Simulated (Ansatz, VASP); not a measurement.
**Two plane-wave programs on MgCdC4N4**

Contents of INCAR:

```
SYSTEM = MgCdC4N4
PREC = Accurate
ENCUT = 520
EDIFF = 1E-6
ISMEAR = 0
SIGMA = 0.1
LREAL = .False.
LASPH = .True.
NELM = 100
ALGO = Normal
ISIF = 2
LWAVE = .False.
LCHARG = .False.
GGA = PE
NBANDS = 36
```

KPOINTS

```
Automatic mesh
0
Gamma
  4 4 4
  0 0 0
```

The input POSCAR:

```
MgCdC4N4
1.0
    6.0575590200      0.0000000000      0.0000000000
    0.0000000000      6.0575590200      0.0000000000
    0.0000000000      0.0000000000      6.0575590200
Mg Cd C N
1 1 4 4
Direct
    0.5000000000      0.5000000000      0.5000000000
    0.0000000000      0.0000000000      0.0000000000
    0.1907167400      0.1907167400      0.1907167400
    0.1907167400      0.8092832600      0.8092832600
    0.8092832600      0.1907167400      0.8092832600
    0.8092832600      0.8092832600      0.1907167400
    0.3022302700      0.3022302700      0.3022302700
    0.3022302700      0.6977697300      0.6977697300
    0.6977697300      0.3022302700      0.6977697300
    0.6977697300      0.6977697300      0.3022302700
```

Input for Ansatz:

```yaml
crystal:
  lattice:
    - [6.05755902, 0.0, 0.0]
    - [0.0, 6.05755902, 0.0]
    - [0.0, 0.0, 6.05755902]
  atoms:
    - { symbol: Mg, position: [0.5, 0.5, 0.5] }
    - { symbol: Cd, position: [0.0, 0.0, 0.0] }
    - { symbol: C, position: [0.19071674, 0.19071674, 0.19071674] }
    - { symbol: C, position: [0.19071674, 0.80928326, 0.80928326] }
    - { symbol: C, position: [0.80928326, 0.19071674, 0.80928326] }
    - { symbol: C, position: [0.80928326, 0.80928326, 0.19071674] }
    - { symbol: "N", position: [0.30223027, 0.30223027, 0.30223027] }
    - { symbol: "N", position: [0.30223027, 0.69776973, 0.69776973] }
    - { symbol: "N", position: [0.69776973, 0.30223027, 0.69776973] }
    - { symbol: "N", position: [0.69776973, 0.69776973, 0.30223027] }
basis:
  ecutwfc: 420
kpoints:
  mp_grid: { grid: [4, 4, 4] }
hamiltonian:
  xc: pbe
scf:
  occupations: { method: gaussian, width: 0.1 }
  lower_state_search: "off"
output:
  forces: true
  stress: true
  eigenvalues: true
```

Alike in both runs: task single point; functional PBE; k mesh 4 × 4 × 4; occupations gaussian, width 0.1 eV; no spin polarisation.

|  | VASP | Ansatz |
| --- | --- | --- |
| version | VASP 6.6.1 | Ansatz 0.2.0 |
| potentials or method | VASP PAW PBE potentials, release 64 (Mg, Cd, C, N), cutoff 520 eV | scalar-relativistic, plane waves, PAW |
| valence electrons in the cell | 50 | 66 |

|  | VASP | Ansatz | Ansatz less VASP |
| --- | --- | --- | --- |
| gap on the k mesh at the Fermi level (eV) | 5.82 | 5.81 | -0.011 |
| least direct gap on the mesh (eV) | 5.99 | 5.98 | -0.010 |
| pressure (GPa) | 4.9 | 4.3 | -0.51 |
| rms of the force components (eV/Å) | 1.157 | 1.259 | +0.1021 |

Atom by atom the forces differ by 0.172 eV/Å (rms over components). The functional is the same, so the differences come from potentials, cutoffs and numerics. VASP's potentials hold 50 valence electrons a cell and Ansatz's 66, so a difference there can come from the potentials and not from the codes.

Noted on VASP's run: the standard files for N, O and F lose accuracy on very short bonds.
